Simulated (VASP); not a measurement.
# KI (I4/mmm) in VASP: further runs

Runs on KI. Level: r2SCAN. Tasks: single point.

Everything below comes from runs of VASP 6.6.1. Logs are shortened: lines on timing, memory, paths and dates and some standing lists are left out, and cuts for length are marked.

## Step 1: The cell of the first run

The structure is tetragonal, space group I4/mmm (No. 139). The conventional cell has a = 4.984 Å, b = 4.984 Å, c = 7.261 Å, α = 90.00°, β = 90.00°, γ = 90.00°. K (site symmetry 4/mmm) has 6 I at 3.52 to 3.63 Å within 4.6 Å. I (site symmetry 4/mmm) has 6 K at 3.52 to 3.63 Å within 4.6 Å.

## Step 2: Single point, r2SCAN (strain +0.0300 x Voigt [0, 0, 1, 0, 0, 0])

POSCAR reads:

```
KI
1.0
    0.0000000000      3.5245500000      3.6302865000
    3.5245500000      0.0000000000      3.6302865000
    3.5245500000      3.5245500000      0.0000000000
K I
1 1
Direct
    0.0000000000      0.0000000000      0.0000000000
    0.5000000000      0.5000000000      0.5000000000
```

INCAR.step1 reads:

```
PREC     = Accurate       # precision mode
ENCUT    = 520            # plane-wave cutoff, eV
ISMEAR   = 0              # smearing method
SIGMA    = 0.05           # smearing width, eV
LREAL    = F              # projectors in reciprocal space
LASPH    = T              # aspherical terms in the spheres
NELM     = 80             # most SCF steps
NBANDS   = 15             # bands
GGA      = PE             # functional
ALGO     = Normal         # electronic algorithm
EDIFF    = 1E-4           # SCF threshold, eV
LWAVE    = T              # write WAVECAR
LCHARG   = F              # write CHGCAR
```

INCAR.step2 reads:

```
PREC     = Accurate       # precision mode
ENCUT    = 520            # plane-wave cutoff, eV
EDIFF    = 1E-7           # SCF threshold, eV
ISMEAR   = 0              # smearing method
SIGMA    = 0.05           # smearing width, eV
LREAL    = F              # projectors in reciprocal space
LASPH    = T              # aspherical terms in the spheres
NELM     = 80             # most SCF steps
ALGO     = Normal         # electronic algorithm
ISIF     = 2              # what is computed and relaxed
LWAVE    = F              # write WAVECAR
LCHARG   = F              # write CHGCAR
METAGGA  = R2SCAN         # meta-GGA
LMIXTAU  = T            
NBANDS   = 15             # bands
ISTART   = 1
```

KPOINTS reads:

```
regular mesh
0
Gamma
  6 6 6
```

Potentials or basis: VASP PAW PBE potentials, release 64 (K_sv, I).

Run with:

```bash
> cat potpaw_PBE.64/K_sv/POTCAR potpaw_PBE.64/I/POTCAR > POTCAR
> cp INCAR.step1 INCAR
> mpirun -np 1 vasp_std > vasp.out
> cp INCAR.step2 INCAR
> mpirun -np 1 vasp_std > vasp.out
```

OUTCAR:

```text
PREC = Accurate
   ENCUT = 520
   EDIFF = 1E-7
   ISMEAR = 0
   LREAL = F
   LASPH = T
   NELM = 80
   ISIF = 2
   METAGGA = R2SCAN
   ISTART = 1

 ion  position               nearest neighbor table
   1  0.000  0.000  0.000-   2 3.52   2 3.52   2 3.52   2 3.52   2 3.63   2 3.63
   2  0.500  0.500  0.500-   1 3.52   1 3.52   1 3.52   1 3.52   1 3.63   1 3.63

  LATTYP: Found a body centered tetragonal cell.
 ALAT       =     4.9844664113
 C/A-ratio  =     1.4566399692

  Lattice vectors:

 A1 = (  -3.5245500000,   0.0000000000,   3.6302865000)
 A2 = (   3.5245500000,   0.0000000000,   3.6302865000)
 A3 = (   0.0000000000,   3.5245500000,  -3.6302865000)

Analysis of symmetry for initial positions (statically):
=====================================================================
 Subroutine PRICEL returns:
 Original cell was already a primitive cell.

 Routine SETGRP: Setting up the symmetry group for a
 body centered tetragonal supercell.

 Subroutine GETGRP returns: Found 16 space group operations
 (whereof 16 operations were pure point group operations)
 out of a pool of 16 trial point group operations.

The static configuration has the point symmetry D_4h.

Analysis of symmetry for dynamics (positions and initial velocities):
=====================================================================
 Subroutine PRICEL returns:
 Original cell was already a primitive cell.

 Routine SETGRP: Setting up the symmetry group for a
 body centered tetragonal supercell.

 Subroutine GETGRP returns: Found 16 space group operations
 (whereof 16 operations were pure point group operations)
 out of a pool of 16 trial point group operations.

The dynamic configuration has the point symmetry D_4h.

 Subroutine INISYM returns: Found 16 space group operations
 (whereof 16 operations are pure point group operations),
 and found     1 'primitive' translations

----------------------------------------------------------------------------------------

                                     Primitive cell

  volume of cell :      90.1941

  direct lattice vectors                    reciprocal lattice vectors
     0.000000000  3.524550000  3.630286500    -0.141862082  0.141862082  0.137730176
     3.524550000  0.000000000  3.630286500     0.141862082 -0.141862082  0.137730176
     3.524550000  3.524550000  0.000000000     0.141862082  0.141862082 -0.137730176

  length of vectors
     5.059785843  5.059785843  4.984466411     0.243350163  0.243350163  0.243350163

  position of ions in fractional coordinates (direct lattice)
     0.000000000  0.000000000  0.000000000
     0.500000000  0.500000000  0.500000000

  ion indices of the primitive-cell ions
   primitive index   ion index
                 1           1
                 2           2

----------------------------------------------------------------------------------------

 KPOINTS: regular mesh

Automatic generation of k-mesh.
 Grid dimensions read from file:
 generate k-points for:    6    6    6

 Generating k-lattice:

  Cartesian coordinates                     Fractional coordinates (reciprocal lattice)
    -0.023643680  0.023643680  0.022955029     0.166666667  0.000000000  0.000000000
     0.023643680 -0.023643680  0.022955029     0.000000000  0.166666667  0.000000000
     0.023643680  0.023643680 -0.022955029    -0.000000000 -0.000000000  0.166666667

  Length of vectors
     0.040558361  0.040558361  0.040558361

  Shift w.r.t. Gamma in fractional coordinates (k-lattice)
     0.000000000  0.000000000  0.000000000

 Subroutine IBZKPT returns following result:
 ===========================================

 Found     30 irreducible k-points:

 Following reciprocal coordinates:
            Coordinates               Weight
  0.000000  0.000000  0.000000      1.000000
  0.166667 -0.000000  0.000000      8.000000
  0.333333  0.000000  0.000000      8.000000
  0.500000 -0.000000  0.000000      4.000000
  0.166667  0.166667  0.000000      2.000000
  0.333333  0.166667  0.000000      8.000000
[... 16 lines left out ...]
  0.333333  0.000000  0.333333      4.000000
  0.500000 -0.000000  0.333333     16.000000
 [... further k-points ...]
   k-points           NKPTS =     30   k-points in BZ     NKDIM =     30   number of bands    NBANDS=     15
   number of dos      NEDOS =    301   number of ions     NIONS =      2
   total plane-waves  NPLWV =  64000
   dimension x,y,z NGX =    40 NGY =   40 NGZ =   40
   dimension x,y,z NGXF=    80 NGYF=   80 NGZF=   80
   ions per type =               1   1
   NGX,Y,Z   is equivalent  to a cutoff of  13.14, 13.14, 13.34 a.u.
   NGXF,Y,Z  is equivalent  to a cutoff of  26.29, 26.29, 26.68 a.u.
 SYSTEM =  unknown system
   PREC   = accura    normal or accurate (medium, high low for compatibility)
   ISTART =      1    job   : 0-new  1-cont  2-samecut
   ICHARG =      0    charge: 1-file 2-atom 10-const
   ISPIN  =      1    spin polarized calculation?
   LNONCOLLINEAR =      F non collinear calculations
   LSORBIT =      F    spin-orbit coupling
   LASPH  =      T    aspherical Exc in radial PAW
   ENCUT  =  520.0 eV  38.22 Ry    6.18 a.u.   9.41  9.41  9.27*2*pi/ulx,y,z
   NELM   =     80;   NELMIN=  2; NELMDL=  0     # of ELM steps
   EDIFF  = 0.1E-06   stopping-criterion for ELM
   LREAL  =      F    real-space projection
   EDIFFG = 0.1E-05   stopping-criterion for IOM
   NSW    =      0    number of steps for IOM
   IBRION =     -1    ionic relax: 0-MD 1-quasi-New 2-CG
   NFREE  =      0    steps in history (QN), initial steepest desc. (CG)
   ISIF   =      2    stress and relaxation
   ISYM   =      2    0-nonsym 1-usesym 2-fastsym
   POTIM  = 0.5000    time-step for ionic-motion
   TEBEG  =    0.0;   TEEND  =   0.0 temperature during run
   PSTRESS=    0.0 pullay stress
   NELECT =      16.0000    total number of electrons
   NUPDOWN=      -1.0000    fix difference up-down
   EMIN   =  10.00;   EMAX   =-10.00  energy-range for DOS
   EFERMI =   0.00;   METHOD = LEGACY
   ISMEAR =     0;   SIGMA  =   0.05  broadening in eV -4-tet -1-fermi 0-gaus
   EFERMI_NEDOS =   21; number of points for ismear=-14 and -15
   IALGO  =     38    algorithm
   IMIX   =      4    mixing-type and parameters
     AMIX     =   0.40;   BMIX     =  1.00
     AMIX_MAG =   1.60;   BMIX_MAG =  1.00
  volume/ion in A,a.u.               =      45.10       304.33
  Fermi-wavevector in a.u.,A,eV,Ry     =   0.919861  1.738285 11.512485  0.846144
  Thomas-Fermi vector in A             =   2.045102
   LORBIT       =      0    0 simple, 1 ext, 2 COOP (PROOUT), +10 PAW based schemes
   METAGGA = R2SCAN    functional components
   LHFCALC =     F    Hartree Fock is set to
   AEXX    =    0.0000 exact exchange contribution
   IVDW    =     0    specifies the selected vdW correction
   LEPSILON=     F    determine dielectric tensor
   LRPA    =     F    only Hartree local field effects (RPA)
 non-spin polarized calculation
 Gauss-broadening in eV      SIGMA  =   0.05
  energy-cutoff  :      520.00
  volume of cell :       90.19
 maximum number of plane-waves:      2453
 NGX is ok and might be reduce to    40
   NGX = 19   NGY = 19   NGZ = 19

 number of electron      16.0000000 magnetization

 Free energy of the ion-electron system (eV)
  ---------------------------------------------------
  ext. energy  EPLUGINS =         0.00000000
  ---------------------------------------------------
  free energy    TOTEN  =       -33.98004653 eV

  energy without entropy =      -33.98004653  energy(sigma->0) =      -33.98004653

 E-fermi :  -0.6355     XC(G=0):  -7.4226

 val. band max:       -0.8681866030   @ k =   0.0000   0.0000   0.0000
 cond. band min:       3.6781673947   @ k =   0.0000   0.0000   0.0000
 fundamental gap:      4.5463539976
 Fermi energy:        -0.6354911716

 k-point     1 :       0.0000    0.0000    0.0000
  band No.  band energies     occupation
      1     -30.5673      2.00000
      2     -13.2821      2.00000
      3     -13.2789      2.00000
      4     -13.2789      2.00000
      5     -11.6503      2.00000
      6      -0.8751      2.00000
      7      -0.8682      2.00000
      8      -0.8682      2.00000
      9       3.6782      0.00000
     10       6.0742      0.00000
     11       6.2488      0.00000
     12       6.2488      0.00000
     13       6.9687      0.00000
     14       7.0857      0.00000
     15       9.3678      0.00000

 k-point     2 :       0.1667   -0.0000    0.0000
  band No.  band energies     occupation
      1     -30.5668      2.00000
      2     -13.3160      2.00000
      3     -13.2821      2.00000
      4     -13.2789      2.00000
      5     -11.5817      2.00000
      6      -1.2615      2.00000
      7      -0.9591      2.00000
      8      -0.9519      2.00000
      9       4.2789      0.00000
     10       6.0707      0.00000
     11       6.4414      0.00000
     12       6.5438      0.00000
     13       7.2815      0.00000
     14       7.4032      0.00000
     15      10.3005      0.00000

 k-point     3 :       0.3333    0.0000    0.0000
  band No.  band energies     occupation
      1     -30.5660      2.00000
      2     -13.3816      2.00000
      3     -13.2839      2.00000
      4     -13.2789      2.00000
      5     -11.4493      2.00000
      6      -1.8794      2.00000
      7      -1.1198      2.00000
      8      -1.1087      2.00000
      9       4.9884      0.00000
     10       6.6848      0.00000
     11       7.1509      0.00000
     12       7.2747      0.00000
     13       8.1268      0.00000
     14       8.2313      0.00000
     15       9.5279      0.00000
[... 343 lines left out ...]
 k-point    23 :       0.3333    0.0000    0.3333
  band No.  band energies     occupation
      1     -30.5655      2.00000
      2     -13.3352      2.00000
      3     -13.2933      2.00000
      4     -13.2931      2.00000
      5     -11.4922      2.00000
      6      -1.7884      2.00000
      7      -1.1819      2.00000
      8      -1.1546      2.00000
      9       4.8185      0.00000
     10       5.4586      0.00000
     11       7.6658      0.00000
     12       7.8208      0.00000
     13       8.5347      0.00000
     14       8.6265      0.00000
     15       9.9031      0.00000

 k-point    24 :       0.5000   -0.0000    0.3333
  band No.  band energies     occupation
      1     -30.5650      2.00000
      2     -13.3354      2.00000
      3     -13.3017      2.00000
      4     -13.2940      2.00000
      5     -11.4713      2.00000
      6      -1.8128      2.00000
      7      -1.3806      2.00000
      8      -1.2316      2.00000
      9       4.9353      0.00000
     10       6.0056      0.00000
     11       7.4373      0.00000
     12       8.0419      0.00000
     13       8.7456      0.00000
     14       9.1170      0.00000
     15       9.6845      0.00000

 [... further k-points ...]
[... 5 lines left out ...]
  --------------------------------------------------------------------------------------
  -------------------------------------------------------------------------------------
  Total        0.0760096      0.0760096     -0.3267299      0.0000000      0.0000000      0.0000000
  in kB        1.3502090      1.3502090     -5.8039170      0.0000000      0.0000000      0.0000000
  external PRESSURE =      -1.0344997 kB  Pullay stress =       0.0000000 kB

 VOLUME and BASIS-vectors are now :
 -----------------------------------------------------------------------------
  energy-cutoff  :      520.00
  volume of cell :       90.19
      direct lattice vectors                 reciprocal lattice vectors
     0.000000000  3.524550000  3.630286500    -0.141862082  0.141862082  0.137730176
     3.524550000  0.000000000  3.630286500     0.141862082 -0.141862082  0.137730176
     3.524550000  3.524550000  0.000000000     0.141862082  0.141862082 -0.137730176

 POSITION                                       TOTAL-FORCE (eV/Angst)
 -----------------------------------------------------------------------------------
      0.00000      0.00000      0.00000         0.000000     -0.000000     -0.000000
      3.52455      3.52455      3.63029        -0.000000      0.000000      0.000000
 -----------------------------------------------------------------------------------
    total drift:                                0.000000     -0.000000     -0.000000

  FREE ENERGIE OF THE ION-ELECTRON SYSTEM (eV)
  ---------------------------------------------------
  free  energy   TOTEN  =       -33.9800465282 eV

  energy  without entropy=      -33.9800465282  energy(sigma->0) =      -33.98004653
```

Wall time 2.3 min (1 thread of AMD EPYC 9R45 (Zen 5), shared host); peak memory 0.24 GiB.

What came out:

```yaml
Free_energy: -33.9800 eV
Pressure: -0.1 GPa
Band_gap_on_the_k_mesh: 4.55 eV
```

Stress tensor (GPa, compression positive):
```
 0.14  0.00  0.00
 0.00  0.14  0.00
 0.00  0.00 -0.58
```

Caveat: the cell differs from its parent crystal (strain +0.0300 x Voigt [0, 0, 1, 0, 0, 0]); the PAW data sets were made with another functional, which shifts forces and pressure a little; spin-orbit coupling is left out, which moves the levels of the heavy elements.

## Step 3: Single point, r2SCAN (strain +0.0350 x Voigt [0, 0, 1, 0, 0, 0])

POSCAR reads:

```
KI
1.0
    0.0000000000      3.5245500000      3.6479092500
    3.5245500000      0.0000000000      3.6479092500
    3.5245500000      3.5245500000      0.0000000000
K I
1 1
Direct
    0.0000000000      0.0000000000      0.0000000000
    0.5000000000      0.5000000000      0.5000000000
```

INCAR.step1 reads:

```
ALGO = Normal
EDIFF = 1E-4
ENCUT = 520
GGA = PE
ISMEAR = 0
LASPH = True
LCHARG = False
LREAL = False
LWAVE = True
NBANDS = 15
NELM = 100
PREC = Accurate
SIGMA = 0.05
```

INCAR.step2 reads:

```
ALGO = Normal
EDIFF = 1E-7
ENCUT = 520
ISIF = 2
ISMEAR = 0
ISTART = 1
LASPH = True
LCHARG = False
LMIXTAU = True
LREAL = False
LWAVE = False
METAGGA = R2SCAN
NBANDS = 15
NELM = 100
PREC = Accurate
SIGMA = 0.05
```

KPOINTS reads:

```
k-points
0
Gamma
  6 6 6
```

Potentials or basis: VASP PAW PBE potentials, release 64 (K_sv, I).

Run with:

```bash
> cat potpaw_PBE.64/K_sv/POTCAR potpaw_PBE.64/I/POTCAR > POTCAR
> cp INCAR.step1 INCAR
> mpirun -np 1 vasp_std > vasp.out
> cp INCAR.step2 INCAR
> mpirun -np 1 vasp_std > vasp.out
```

OUTCAR:

```text
EDIFF = 1E-7
   ENCUT = 520
   ISIF = 2
   ISMEAR = 0
   ISTART = 1
   LASPH = True
   LREAL = False
   METAGGA = R2SCAN
   NELM = 100
   PREC = Accurate

 ion  position               nearest neighbor table
   1  0.000  0.000  0.000-   2 3.52   2 3.52   2 3.52   2 3.52   2 3.65   2 3.65
   2  0.500  0.500  0.500-   1 3.52   1 3.52   1 3.52   1 3.52   1 3.65   1 3.65

  LATTYP: Found a body centered tetragonal cell.
 ALAT       =     4.9844664113
 C/A-ratio  =     1.4637110371

  Lattice vectors:

 A1 = (  -3.5245500000,   0.0000000000,   3.6479092500)
 A2 = (   3.5245500000,   0.0000000000,   3.6479092500)
 A3 = (   0.0000000000,   3.5245500000,  -3.6479092500)

Analysis of symmetry for initial positions (statically):
=====================================================================
 Subroutine PRICEL returns:
 Original cell was already a primitive cell.

 Routine SETGRP: Setting up the symmetry group for a
 body centered tetragonal supercell.

 Subroutine GETGRP returns: Found 16 space group operations
 (whereof 16 operations were pure point group operations)
 out of a pool of 16 trial point group operations.

The static configuration has the point symmetry D_4h.

[... 169 lines left out ...]
  band No.  band energies     occupation
      1     -30.5997      2.00000
      2     -13.3146      2.00000
      3     -13.3105      2.00000
      4     -13.3105      2.00000
      5     -11.6678      2.00000
      6      -0.8998      2.00000
      7      -0.8922      2.00000
      8      -0.8922      2.00000
      9       3.6414      0.00000
     10       6.0341      0.00000
     11       6.2366      0.00000
     12       6.2366      0.00000
     13       6.9355      0.00000
     14       7.0698      0.00000
[... 401 lines left out ...]
      2     -13.3661      2.00000
      3     -13.3331      2.00000
      4     -13.3259      2.00000
      5     -11.4912      2.00000
      6      -1.8295      2.00000
      7      -1.4018      2.00000
      8      -1.2540      2.00000
      9       4.9144      0.00000
     10       5.9661      0.00000
     11       7.3990      0.00000
     12       8.0150      0.00000
     13       8.7070      0.00000
     14       9.0812      0.00000
     15       9.6510      0.00000

 [... further k-points ...]
[... 5 lines left out ...]
  --------------------------------------------------------------------------------------
  -------------------------------------------------------------------------------------
  Total        0.0668369      0.0668369     -0.3878981      0.0000000      0.0000000      0.0000000
  in kB        1.1815322      1.1815322     -6.8572010      0.0000000      0.0000000      0.0000000
  external PRESSURE =      -1.4980455 kB  Pullay stress =       0.0000000 kB

 VOLUME and BASIS-vectors are now :
 -----------------------------------------------------------------------------
  energy-cutoff  :      520.00
  volume of cell :       90.63
      direct lattice vectors                 reciprocal lattice vectors
     0.000000000  3.524550000  3.647909250    -0.141862082  0.141862082  0.137064813
     3.524550000  0.000000000  3.647909250     0.141862082 -0.141862082  0.137064813
     3.524550000  3.524550000  0.000000000     0.141862082  0.141862082 -0.137064813

 POSITION                                       TOTAL-FORCE (eV/Angst)
 -----------------------------------------------------------------------------------
      0.00000      0.00000      0.00000        -0.000000      0.000000     -0.000000
      3.52455      3.52455      3.64791         0.000000     -0.000000      0.000000
 -----------------------------------------------------------------------------------
    total drift:                                0.000000     -0.000000     -0.000000

  FREE ENERGIE OF THE ION-ELECTRON SYSTEM (eV)
  ---------------------------------------------------
  free  energy   TOTEN  =       -33.9783959127 eV

  energy  without entropy=      -33.9783959127  energy(sigma->0) =      -33.97839591
```

Wall time 2.1 min (1 thread of AMD EPYC 9R45 (Zen 5), shared host); peak memory 0.24 GiB.

What came out:

| Quantity | Value |
| --- | --- |
| Free energy | -33.9784 eV |
| Pressure | -0.1 GPa |
| Band gap on the k mesh | 4.53 eV |

Levels at points of the mesh, in eV from the valence-band top:
```tsv
k point	band 4	band 5	band 6	band 7	band 8	band 9	band 10	band 11	band 12	band 13
(0.00, 0.00, 0.00)	-12.42	-10.78	-0.01	0.00	0.00	4.53	6.93	7.13	7.13	7.83
(0.50, 0.00, 0.00)	-12.42	-10.51	-1.26	-0.32	-0.31	5.99	8.25	8.59	8.84	9.37
(0.50, 0.50, 0.00)	-12.43	-10.64	-1.00	-0.33	-0.33	5.44	6.44	8.75	9.20	9.45
(0.50, 0.00, 0.50)	-12.44	-10.63	-0.97	-0.40	-0.36	5.40	6.43	8.83	9.34	9.47
```

Caveat: the cell differs from its parent crystal (strain +0.0350 x Voigt [0, 0, 1, 0, 0, 0]); the PAW data sets were made with another functional, which shifts forces and pressure a little; spin-orbit coupling is left out, which moves the levels of the heavy elements.

[end of part 1 of 2]
